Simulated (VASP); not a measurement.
Wanted: the native input for a VASP 6.6.1 run.

```yaml
Task: single point
Functional: r2SCAN
Potentials_or_basis: VASP PAW PBE potentials, release 64 (Ga_d, P)
Cutoff: 550 eV
k_mesh: 6 × 6 × 6
Occupations: gaussian, width 0.01 eV
Spin: no spin polarisation
Dipole_correction: no
Further_INCAR_settings: ALGO = Normal; EDIFF = 1e-06; NBANDS = 16
```

GaP:

```
Ga P
1.0
     0.00000    2.66977    2.66977
     2.66977    0.00000    2.66977
     2.66977    2.66977    0.00000
Ga P
1 1
Direct
  0.00000 0.00000 0.00000
  0.25000 0.25000 0.25000
```

This cell differs from its parent crystal: volume changed by -6%.

These files were run (other wordings do the same):

POSCAR

```
GaP
1.0
    0.0000000000      2.6697739801      2.6697739801
    2.6697739801      0.0000000000      2.6697739801
    2.6697739801      2.6697739801      0.0000000000
Ga P
1 1
Direct
    0.0000000000      0.0000000000      0.0000000000
    0.2500000000      0.2500000000      0.2500000000
```

INCAR.step1

```
SYSTEM = GaP
ALGO = Normal
EDIFF = 1E-5
ENCUT = 550
GGA = PE
GGA_COMPAT = .FALSE.
ISMEAR = 0
LASPH = .TRUE.
LCHARG = .FALSE.
LREAL = .FALSE.
LWAVE = .TRUE.
NBANDS = 16
NELM = 120
PREC = Accurate
SIGMA = 0.01
```

INCAR.step2

```
SYSTEM = GaP
ALGO = Normal
EDIFF = 1E-6
ENCUT = 550
GGA_COMPAT = .FALSE.
ISIF = 2
ISMEAR = 0
ISTART = 1
LASPH = .TRUE.
LCHARG = .FALSE.
LMIXTAU = .TRUE.
LREAL = .FALSE.
LWAVE = .FALSE.
METAGGA = R2SCAN
NBANDS = 16
NELM = 120
PREC = Accurate
SIGMA = 0.01
```

KPOINTS

```
k-points
0
G
  6 6 6
  0 0 0
```

Potentials or basis: VASP PAW PBE potentials, release 64 (Ga_d, P).

Run with:

```bash
$ cat potpaw_PBE.64/Ga_d/POTCAR potpaw_PBE.64/P/POTCAR > POTCAR
$ cp INCAR.step1 INCAR
$ mpirun -np 1 vasp_std > vasp.out
$ cp INCAR.step2 INCAR
$ mpirun -np 1 vasp_std > vasp.out
```

Results of the run:

| Item | Value |
| --- | --- |
| Pressure | 6.3 GPa |
| Band gap on the k mesh | 1.77 eV, indirect (least direct gap 2.89 eV) |

Caveat: the PAW data sets were made with another functional, which shifts forces and pressure a little.

Run time: 62 s on 1 thread of AMD EPYC 7R43 64-Core Processor (Zen 3), on a shared host, peak memory 0.14 GiB.
